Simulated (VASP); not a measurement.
# SrTiO3 (Pm-3m) in VASP: further runs, part 2 of 3

VASP 6.6.1. Earlier steps stand in the parts before.

## Step 3: Single point, PBE

This run uses another cell than the first one, of 11.93 Å³/atom.

INCAR reads:

```
SYSTEM = SrTiO3
PREC = Accurate
ENCUT = 520
EDIFF = 1E-6
ISMEAR = 0
SIGMA = 0.01
LREAL = .False.
LASPH = .True.
NELM = 100
ALGO = Normal
ISIF = 2
LWAVE = .False.
LCHARG = .False.
GGA = PE
NBANDS = 28
```

KPOINTS reads:

```
Automatic mesh
0
Gamma
  6 6 6
  0 0 0
```

POSCAR reads:

```
SrTiO3
1.0
    3.9068515064      0.0000000000      0.0000000000
    0.0000000000      3.9068515064      0.0000000000
    0.0000000000      0.0000000000      3.9068515064
Sr Ti O
1 1 3
Direct
    0.0000000000      0.0000000000      0.0000000000
    0.5000000000      0.5000000000      0.5000000000
    0.5000000000      0.5000000000      0.0000000000
    0.5000000000      0.0000000000      0.5000000000
    0.0000000000      0.5000000000      0.5000000000
```

Potentials or basis: VASP PAW PBE potentials, release 64 (Sr_sv, Ti_sv, O).

The run is started by

```bash
$ cat potpaw_PBE.64/Sr_sv/POTCAR potpaw_PBE.64/Ti_sv/POTCAR potpaw_PBE.64/O/POTCAR > POTCAR
$ mpirun -np 1 vasp_std > vasp.out
```

OUTCAR:

```text
SYSTEM = SrTiO3
   PREC = Accurate
   ENCUT = 520
   EDIFF = 1E-6
   ISMEAR = 0
   LREAL = .False.
   LASPH = .True.
   NELM = 100
   ISIF = 2
   GGA = PE

 ion  position               nearest neighbor table
   1  0.000  0.000  0.000-   3 2.76   4 2.76   5 2.76   4 2.76   5 2.76   3 2.76   5 2.76   5 2.76
                             3 2.76   4 2.76   4 2.76   3 2.76   2 3.38   2 3.38   2 3.38   2 3.38
   2  0.500  0.500  0.500-   3 1.95   4 1.95   5 1.95   3 1.95   4 1.95   5 1.95   1 3.38   1 3.38
                             1 3.38   1 3.38   1 3.38   1 3.38   1 3.38   1 3.38
   3  0.500  0.500  0.000-   2 1.95   2 1.95   1 2.76   1 2.76   1 2.76   1 2.76
   4  0.500  0.000  0.500-   2 1.95   2 1.95   1 2.76   1 2.76   1 2.76   1 2.76
   5  0.000  0.500  0.500-   2 1.95   2 1.95   1 2.76   1 2.76   1 2.76   1 2.76

  LATTYP: Found a simple cubic cell.
 ALAT       =     3.9068515064

  Lattice vectors:

 A1 = (   3.9068515064,   0.0000000000,   0.0000000000)
 A2 = (   0.0000000000,   3.9068515064,   0.0000000000)
 A3 = (   0.0000000000,   0.0000000000,   3.9068515064)

Analysis of symmetry for initial positions (statically):
=====================================================================
 Subroutine PRICEL returns:
 Original cell was already a primitive cell.

 Routine SETGRP: Setting up the symmetry group for a
 simple cubic supercell.

 Subroutine GETGRP returns: Found 48 space group operations
 (whereof 48 operations were pure point group operations)
 out of a pool of 48 trial point group operations.

The static configuration has the point symmetry O_h .

Analysis of symmetry for dynamics (positions and initial velocities):
=====================================================================
 Subroutine PRICEL returns:
 Original cell was already a primitive cell.

 Routine SETGRP: Setting up the symmetry group for a
 simple cubic supercell.

 Subroutine GETGRP returns: Found 48 space group operations
 (whereof 48 operations were pure point group operations)
 out of a pool of 48 trial point group operations.

The dynamic configuration has the point symmetry O_h .

 Subroutine INISYM returns: Found 48 space group operations
 (whereof 48 operations are pure point group operations),
 and found     1 'primitive' translations

----------------------------------------------------------------------------------------

                                     Primitive cell

  volume of cell :      59.6322

  direct lattice vectors                    reciprocal lattice vectors
     3.906851506  0.000000000  0.000000000     0.255960586  0.000000000  0.000000000
     0.000000000  3.906851506  0.000000000     0.000000000  0.255960586  0.000000000
     0.000000000  0.000000000  3.906851506     0.000000000  0.000000000  0.255960586

  length of vectors
     3.906851506  3.906851506  3.906851506     0.255960586  0.255960586  0.255960586

  position of ions in fractional coordinates (direct lattice)
     0.000000000  0.000000000  0.000000000
     0.500000000  0.500000000  0.500000000
     0.500000000  0.500000000  0.000000000
     0.500000000  0.000000000  0.500000000
     0.000000000  0.500000000  0.500000000

  ion indices of the primitive-cell ions
   primitive index   ion index
                 1           1
                 2           2
                 3           3
                 4           4
                 5           5

----------------------------------------------------------------------------------------

 KPOINTS: Automatic mesh

Automatic generation of k-mesh.
 Grid dimensions read from file:
 generate k-points for:    6    6    6

 Generating k-lattice:

  Cartesian coordinates                     Fractional coordinates (reciprocal lattice)
     0.042660098  0.000000000  0.000000000     0.166666667  0.000000000  0.000000000
     0.000000000  0.042660098  0.000000000     0.000000000  0.166666667  0.000000000
     0.000000000  0.000000000  0.042660098     0.000000000  0.000000000  0.166666667

  Length of vectors
     0.042660098  0.042660098  0.042660098

  Shift w.r.t. Gamma in fractional coordinates (k-lattice)
     0.000000000  0.000000000  0.000000000

 Subroutine IBZKPT returns following result:
 ===========================================

 Found     20 irreducible k-points:

 Following reciprocal coordinates:
            Coordinates               Weight
  0.000000  0.000000  0.000000      1.000000
  0.166667  0.000000  0.000000      6.000000
  0.333333  0.000000  0.000000      6.000000
  0.500000  0.000000  0.000000      3.000000
  0.166667  0.166667  0.000000     12.000000
  0.333333  0.166667  0.000000     24.000000
[... 12 lines left out ...]
  0.500000  0.500000  0.333333      6.000000
  0.500000  0.500000  0.500000      1.000000
   k-points           NKPTS =     20   k-points in BZ     NKDIM =     20   number of bands    NBANDS=     28
   number of dos      NEDOS =    301   number of ions     NIONS =      5
   total plane-waves  NPLWV =  27000
   dimension x,y,z NGX =    30 NGY =   30 NGZ =   30
   dimension x,y,z NGXF=    60 NGYF=   60 NGZF=   60
   ions per type =               1   1   3
   NGX,Y,Z   is equivalent  to a cutoff of  12.77, 12.77, 12.77 a.u.
   NGXF,Y,Z  is equivalent  to a cutoff of  25.53, 25.53, 25.53 a.u.
 SYSTEM =  SrTiO3
   PREC   = accura    normal or accurate (medium, high low for compatibility)
   ISTART =      0    job   : 0-new  1-cont  2-samecut
   ICHARG =      2    charge: 1-file 2-atom 10-const
   ISPIN  =      1    spin polarized calculation?
   LNONCOLLINEAR =      F non collinear calculations
   LSORBIT =      F    spin-orbit coupling
   LASPH  =      T    aspherical Exc in radial PAW
   ENCUT  =  520.0 eV  38.22 Ry    6.18 a.u.   7.26  7.26  7.26*2*pi/ulx,y,z
   NELM   =    100;   NELMIN=  2; NELMDL= -5     # of ELM steps
   EDIFF  = 0.1E-05   stopping-criterion for ELM
   LREAL  =      F    real-space projection
[... 7 lines left out ...]
   TEBEG  =    0.0;   TEEND  =   0.0 temperature during run
   PSTRESS=    0.0 pullay stress
   NELECT =      40.0000    total number of electrons
   NUPDOWN=      -1.0000    fix difference up-down
   EMIN   =  10.00;   EMAX   =-10.00  energy-range for DOS
   EFERMI =   0.00;   METHOD = LEGACY
   ISMEAR =     0;   SIGMA  =   0.01  broadening in eV -4-tet -1-fermi 0-gaus
   EFERMI_NEDOS =   21; number of points for ismear=-14 and -15
   IALGO  =     38    algorithm
   IMIX   =      4    mixing-type and parameters
     AMIX     =   0.40;   BMIX     =  1.00
     AMIX_MAG =   1.60;   BMIX_MAG =  1.00
  volume/ion in A,a.u.               =      11.93        80.48
  Fermi-wavevector in a.u.,A,eV,Ry     =   1.433072  2.708113 27.942210  2.053695
  Thomas-Fermi vector in A             =   2.552630
   LORBIT       =      0    0 simple, 1 ext, 2 COOP (PROOUT), +10 PAW based schemes
   GGA     = PE    functional components
   LHFCALC =     F    Hartree Fock is set to
   AEXX    =    0.0000 exact exchange contribution
   IVDW    =     0    specifies the selected vdW correction
   LEPSILON=     F    determine dielectric tensor
   LRPA    =     F    only Hartree local field effects (RPA)
 non-spin polarized calculation
 Gauss-broadening in eV      SIGMA  =   0.01
  energy-cutoff  :      520.00
  volume of cell :       59.63
 maximum number of plane-waves:      1640
 NGX is ok and might be reduce to    30
   NGX = 15   NGY = 15   NGZ = 15

 number of electron      40.0000004 magnetization

 Free energy of the ion-electron system (eV)
  ---------------------------------------------------
  ext. energy  EPLUGINS =         0.00000000
  ---------------------------------------------------
  free energy    TOTEN  =       -40.07864449 eV

  energy without entropy =      -40.07864449  energy(sigma->0) =      -40.07864449

 E-fermi :   4.2287     XC(G=0): -11.2634

 val. band max:        4.1539934848   @ k =   0.5000   0.5000   0.5000
 cond. band min:       6.0064070470   @ k =   0.0000   0.0000   0.0000
 fundamental gap:      1.8524135622
 Fermi energy:         4.2286529999

 k-point     1 :       0.0000    0.0000    0.0000
  band No.  band energies     occupation
      1     -52.3177      2.00000
      2     -28.6409      2.00000
      3     -28.5630      2.00000
      4     -28.5630      2.00000
      5     -28.5630      2.00000
      6     -13.2693      2.00000
[... 609 lines left out ...]
     27      12.5141      0.00000
     28      12.5141      0.00000

------------------------ aborting loop because EDIFF is reached ----------------------------------------

  FORCE on cell =-STRESS in cart. coord.  units (eV):
  Direction    XX          YY          ZZ          XY          YZ          ZX
  --------------------------------------------------------------------------------------
  -------------------------------------------------------------------------------------
  Total        1.7554104      1.7554104      1.7554104     -0.0000000     -0.0000000      0.0000000
  in kB       47.1637724     47.1637724     47.1637724     -0.0000000     -0.0000000      0.0000000
  external PRESSURE =      47.1637724 kB  Pullay stress =       0.0000000 kB

 VOLUME and BASIS-vectors are now :
 -----------------------------------------------------------------------------
  energy-cutoff  :      520.00
  volume of cell :       59.63
      direct lattice vectors                 reciprocal lattice vectors
     3.906851506  0.000000000  0.000000000     0.255960586  0.000000000  0.000000000
     0.000000000  3.906851506  0.000000000     0.000000000  0.255960586  0.000000000
     0.000000000  0.000000000  3.906851506     0.000000000  0.000000000  0.255960586

 POSITION                                       TOTAL-FORCE (eV/Angst)
 -----------------------------------------------------------------------------------
      0.00000      0.00000      0.00000         0.000000      0.000000      0.000000
      1.95343      1.95343      1.95343         0.000000      0.000000      0.000000
      1.95343      1.95343      0.00000         0.000000      0.000000      0.000000
      1.95343      0.00000      1.95343         0.000000      0.000000      0.000000
      0.00000      1.95343      1.95343         0.000000      0.000000      0.000000
 -----------------------------------------------------------------------------------
    total drift:                                0.000000      0.000000     -0.000000

  FREE ENERGIE OF THE ION-ELECTRON SYSTEM (eV)
  ---------------------------------------------------
  free  energy   TOTEN  =       -40.0786444922 eV

  energy  without entropy=      -40.0786444922  energy(sigma->0) =      -40.07864449
```

OSZICAR:

```text
N       E                     dE             d eps       ncg     rms          rms(c)
DAV:   1     0.437793477401E+03    0.43779E+03   -0.21697E+04  1120   0.159E+03
DAV:   2    -0.539788783422E+00   -0.43833E+03   -0.41666E+03  1252   0.441E+02
DAV:   3    -0.477995755741E+02   -0.47260E+02   -0.46783E+02  1488   0.140E+02
DAV:   4    -0.503002413282E+02   -0.25007E+01   -0.24951E+01  1704   0.273E+01
DAV:   5    -0.503709835736E+02   -0.70742E-01   -0.70724E-01  1528   0.391E+00    0.266E+01
DAV:   6    -0.401484101981E+02    0.10223E+02   -0.52560E+01  1568   0.645E+01    0.147E+01
DAV:   7    -0.401585436278E+02   -0.10133E-01   -0.75116E+00  1488   0.208E+01    0.109E+01
DAV:   8    -0.401415472837E+02    0.16996E-01   -0.13713E+00  1356   0.123E+01    0.287E+00
DAV:   9    -0.400903635108E+02    0.51184E-01   -0.32095E-01  1452   0.516E+00    0.117E+00
DAV:  10    -0.400843451100E+02    0.60184E-02   -0.93751E-02  1384   0.216E+00    0.694E-01
DAV:  11    -0.400786452904E+02    0.56998E-02   -0.23473E-02  1744   0.142E+00    0.138E-01
DAV:  12    -0.400786648962E+02   -0.19606E-04   -0.13948E-03  1380   0.383E-01    0.120E-01
DAV:  13    -0.400786425623E+02    0.22334E-04   -0.37181E-04  1624   0.144E-01    0.373E-02
DAV:  14    -0.400786506462E+02   -0.80839E-05   -0.10223E-04  1440   0.573E-02    0.282E-02
DAV:  15    -0.400786446789E+02    0.59674E-05   -0.30185E-05  1560   0.509E-02    0.126E-02
DAV:  16    -0.400786444922E+02    0.18669E-06   -0.66475E-06  1248   0.284E-02
   1 F= -.40078644E+02 E0= -.40078644E+02  d E =-.485658E-28
```

Wall time 46 s (1 thread of Intel Xeon 8259CL, shared host); peak memory 0.19 GiB.

Results:

```
Free energy            : -40.0786 eV
Pressure               : 4.7 GPa
Band gap on the k mesh : 1.85 eV (least direct gap 2.21 eV)
```

Levels at points of the mesh, in eV from the valence-band top:
```csv
k point,band 18,band 19,band 20,band 21,band 22,band 23
"(0.00, 0.00, 0.00)",-0.36,-0.36,-0.36,1.85,1.85,1.85
"(0.50, 0.00, 0.00)",-1.98,-0.73,-0.73,2.02,3.77,3.77
"(0.50, 0.50, 0.00)",-1.57,-1.57,-0.09,3.78,3.78,4.23
"(0.50, 0.50, 0.50)",0.00,0.00,0.00,4.45,4.45,4.45
```

Caveat: the cell stands under pressure.

[end of part 2 of 3]
